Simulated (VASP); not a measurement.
CaF2 (Fluorite):

```
Ca F
1.0
     0.00000    2.73100    2.73100
     2.73100    0.00000    2.73100
     2.73100    2.73100    0.00000
Ca F
1 2
Direct
  0.00000 0.00000 0.00000
  0.25000 0.25000 0.25000
  0.75000 0.75000 0.75000
```

Base run:

* Program: VASP 6.6.1
* Functional: revPBE
* Potentials or basis: VASP PAW PBE potentials, release 64 (Ca_sv, F)
* Cutoff: 600 eV
* k mesh: 6 × 6 × 6
* Occupations: fermi-dirac, width 0.05 eV
* Spin: no spin polarisation

Its results: band gap on the k mesh 7.56 eV, indirect (least direct gap 7.82 eV); pressure 5.6 GPa.

The run is repeated on the same cell with these changes: functional from revPBE to PBEsol. What comes out?

Band gap on the k mesh 7.09 eV, indirect (least direct gap 7.35 eV); pressure -1.7 GPa.

PBEsol binds more tightly than revPBE, so the same cell stands under less pressure.

Caveats: the PAW data sets were made with another functional, which shifts forces and pressure a little.

A k mesh can miss the band edges.
